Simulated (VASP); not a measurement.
# Se (Pm-3m) in VASP: a series of runs, part 2 of 3

VASP 6.6.1. The steps go on from the part before.

### Step 4. Single point, BLYP (volume scaled by 1.08)

File INCAR:

```
SYSTEM = Se
PREC = Accurate
ENCUT = 520
EDIFF = 1E-7
ISMEAR = -1
SIGMA = 0.1
LREAL = .False.
LASPH = .True.
NELM = 80
ALGO = Normal
ISIF = 2
LWAVE = .False.
LCHARG = .False.
GGA = B5
ALDAX = 1.0
AGGAX = 1.0
AGGAC = 1.0
ALDAC = 0.0
NBANDS = 9
```

File KPOINTS:

```
Automatic mesh
0
Gamma
  12 12 12
  0 0 0
```

File POSCAR:

```
Se
1.0
    2.9842417604      0.0000000000      0.0000000000
    0.0000000000      2.9842417604      0.0000000000
    0.0000000000      0.0000000000      2.9842417604
Se
1
Direct
    0.0000000000      0.0000000000      0.0000000000
```

Potentials or basis: VASP PAW PBE potentials, release 64 (Se).

Run with:

```console
$ cat potpaw_PBE.64/Se/POTCAR > POTCAR
$ mpirun -np 1 vasp_std > vasp.out
```

OUTCAR:

```text
SYSTEM = Se
   PREC = Accurate
   ENCUT = 520
   EDIFF = 1E-7
   ISMEAR = -1
   LREAL = .False.
   LASPH = .True.
   NELM = 80
   ISIF = 2
   GGA = B5

 ion  position               nearest neighbor table
   1  0.000  0.000  0.000-

  LATTYP: Found a simple cubic cell.
 ALAT       =     2.9842417604

  Lattice vectors:

 A1 = (   2.9842417604,   0.0000000000,   0.0000000000)
 A2 = (   0.0000000000,   2.9842417604,   0.0000000000)
 A3 = (   0.0000000000,   0.0000000000,   2.9842417604)

Analysis of symmetry for initial positions (statically):
=====================================================================
 Subroutine PRICEL returns:
 Original cell was already a primitive cell.

 Routine SETGRP: Setting up the symmetry group for a
 simple cubic supercell.

 Subroutine GETGRP returns: Found 48 space group operations
[... 9 lines left out ...]

 Routine SETGRP: Setting up the symmetry group for a
 simple cubic supercell.

 Subroutine GETGRP returns: Found 48 space group operations
[... 11 lines left out ...]
                                     Primitive cell

  volume of cell :      26.5768

  direct lattice vectors                    reciprocal lattice vectors
     2.984241760  0.000000000  0.000000000     0.335093495  0.000000000  0.000000000
     0.000000000  2.984241760  0.000000000     0.000000000  0.335093495  0.000000000
     0.000000000  0.000000000  2.984241760     0.000000000  0.000000000  0.335093495

  length of vectors
     2.984241760  2.984241760  2.984241760     0.335093495  0.335093495  0.335093495

  position of ions in fractional coordinates (direct lattice)
     0.000000000  0.000000000  0.000000000

  ion indices of the primitive-cell ions
   primitive index   ion index
                 1           1

----------------------------------------------------------------------------------------

[... 88 lines left out ...]
     AMIX     =   0.40;   BMIX     =  1.00
     AMIX_MAG =   1.60;   BMIX_MAG =  1.00
  volume/ion in A,a.u.               =      26.58       179.35
  Fermi-wavevector in a.u.,A,eV,Ry     =   0.996838  1.883751 13.519918  0.993686
  Thomas-Fermi vector in A             =   2.128954
   LORBIT       =      0    0 simple, 1 ext, 2 COOP (PROOUT), +10 PAW based schemes
   GGA     = B5    functional components
   LHFCALC =     F    Hartree Fock is set to
   AEXX    =    0.0000 exact exchange contribution
   IVDW    =     0    specifies the selected vdW correction
   LEPSILON=     F    determine dielectric tensor
   LRPA    =     F    only Hartree local field effects (RPA)
 non-spin polarized calculation
  energy-cutoff  :      520.00
  volume of cell :       26.58
 maximum number of plane-waves:       739
 NGX is ok and might be reduce to    24
   NGX = 11   NGY = 11   NGZ = 11

 number of electron       5.9999999 magnetization

 Free energy of the ion-electron system (eV)
  ---------------------------------------------------
  ext. energy  EPLUGINS =         0.00000000
  ---------------------------------------------------
  free energy    TOTEN  =        -2.74218651 eV

  energy without entropy =       -2.72025062  energy(sigma->0) =       -2.73121856

 E-fermi :   3.2656     XC(G=0):  -8.6019

 val. band max:        3.2427504773   @ k =   0.4167   0.1667   0.0000
 cond. band min:       3.3067689868   @ k =   0.4167   0.1667   0.0833
 fundamental gap:      0.0640185095
 Fermi energy:         3.2656380133

 k-point     1 :       0.0000    0.0000    0.0000
  band No.  band energies     occupation
      1     -11.4759      2.00000
      2       4.3859      0.00003
      3       4.3859      0.00003
      4       4.3859      0.00003
      5      10.6543      0.00000
      6      11.4789      0.00000
      7      11.4789      0.00000
      8      23.9264      0.00000
      9      23.9264      0.00000
[... 265 lines left out ...]
 k-point    24 :       0.4167    0.3333    0.0000
  band No.  band energies     occupation
      1      -9.1057      2.00000
      2      -0.8758      2.00000
      3       0.3721      2.00000
      4       6.0096      0.00000
      5       9.0808      0.00000
      6      14.6920      0.00000
      7      18.0403      0.00000
      8      19.1935      0.00000
      9      19.3394      0.00000

 [... further k-points ...]

------------------------ aborting loop because EDIFF is reached ----------------------------------------

  FORCE on cell =-STRESS in cart. coord.  units (eV):
  Direction    XX          YY          ZZ          XY          YZ          ZX
  --------------------------------------------------------------------------------------
  -------------------------------------------------------------------------------------
  Total       -0.5724321     -0.5724321     -0.5724321     -0.0000000      0.0000000     -0.0000000
  in kB      -34.5090122    -34.5090122    -34.5090122     -0.0000000      0.0000000     -0.0000000
  external PRESSURE =     -34.5090122 kB  Pullay stress =       0.0000000 kB

 VOLUME and BASIS-vectors are now :
 -----------------------------------------------------------------------------
  energy-cutoff  :      520.00
  volume of cell :       26.58
      direct lattice vectors                 reciprocal lattice vectors
     2.984241760  0.000000000  0.000000000     0.335093495  0.000000000  0.000000000
     0.000000000  2.984241760  0.000000000     0.000000000  0.335093495  0.000000000
     0.000000000  0.000000000  2.984241760     0.000000000  0.000000000  0.335093495

 POSITION                                       TOTAL-FORCE (eV/Angst)
 -----------------------------------------------------------------------------------
      0.00000      0.00000      0.00000         0.000000      0.000000      0.000000
 -----------------------------------------------------------------------------------
    total drift:                               -0.000000     -0.000000     -0.000000

  FREE ENERGIE OF THE ION-ELECTRON SYSTEM (eV)
  ---------------------------------------------------
  free  energy   TOTEN  =        -2.7421865105 eV

  energy  without entropy=       -2.7202506168  energy(sigma->0) =       -2.73121856
```

OSZICAR:

```text
N       E                     dE             d eps       ncg     rms          rms(c)
DAV:   1     0.113726947295E+02    0.11373E+02   -0.26953E+03  1512   0.548E+02
DAV:   2    -0.236728886128E+01   -0.13740E+02   -0.13300E+02  2070   0.765E+01
DAV:   3    -0.273397436315E+01   -0.36669E+00   -0.36214E+00  1790   0.120E+01
DAV:   4    -0.273491764820E+01   -0.94329E-03   -0.94319E-03  2121   0.717E-01
DAV:   5    -0.273491850489E+01   -0.85669E-06   -0.85632E-06  1859   0.172E-02    0.239E+00
DAV:   6    -0.273905105010E+01   -0.41325E-02   -0.84148E-04  1757   0.212E-01    0.143E+00
DAV:   7    -0.274212524022E+01   -0.30742E-02   -0.21142E-03  1576   0.346E-01    0.495E-02
DAV:   8    -0.274218503996E+01   -0.59800E-04   -0.66738E-05  1950   0.639E-02    0.628E-03
DAV:   9    -0.274218646221E+01   -0.14223E-05   -0.14663E-06  1729   0.103E-02    0.273E-03
DAV:  10    -0.274218651048E+01   -0.48272E-07   -0.61008E-07  1687   0.420E-03
   1 F= -.27421865E+01 E0= -.27312186E+01  d E =-.219359E-01
```

stdout:

```text
POSCAR found type information on POSCAR Se
 POSCAR found :  1 types and       1 ions
 scaLAPACK will be used
 -----------------------------------------------------------------------------
|                                                                             |
|                                                                             |
|     You enforced a specific xc type in the INCAR file but a different       |
|     I HOPE YOU KNOW WHAT YOU ARE DOING!                                     |
|                                                                             |
 -----------------------------------------------------------------------------

 LDA part: xc-table for (Slater(with rela. corr.)+VWN5), standard interpolation
 POSCAR, INCAR and KPOINTS ok, starting setup
 FFT: planning ... GRIDC
 FFT: planning ... GRID_SOFT
 FFT: planning ... GRID
 WAVECAR not read
 entering main loop
```

It took 7.3 s on 1 thread of Intel Xeon 6975P-C (Granite Rapids), shared host; peak memory 0.14 GiB.

Results:

```
Free energy            : -2.7422 eV
Pressure               : -3.5 GPa
Band gap on the k mesh : zero (band 3 reaches 5.42 eV, above the bottom of band 4 at 0.56 eV)
```

Levels at points of the mesh, in eV from the Fermi level:
| k point | band 1 | band 2 | band 3 | band 4 | band 5 | band 6 | band 7 | band 8 |
| --- | --- | --- | --- | --- | --- | --- | --- | --- |
| (0.00, 0.00, 0.00) | -14.74 | 1.12 | 1.12 | 1.12 | 7.39 | 8.21 | 8.21 | 20.66 |
| (0.50, 0.00, 0.00) | -13.24 | -5.51 | 2.15 | 2.15 | 10.03 | 10.65 | 12.25 | 13.29 |
| (0.50, 0.50, 0.00) | -11.78 | -4.01 | -4.01 | 3.08 | 4.15 | 12.51 | 15.14 | 15.14 |
| (0.50, 0.50, 0.50) | -10.34 | -2.70 | -2.70 | -2.70 | 6.62 | 6.62 | 6.62 | 10.70 |

Caveat: the PAW data sets were made with another functional, which shifts forces and pressure a little.

(Continued in part 3 of 3.)
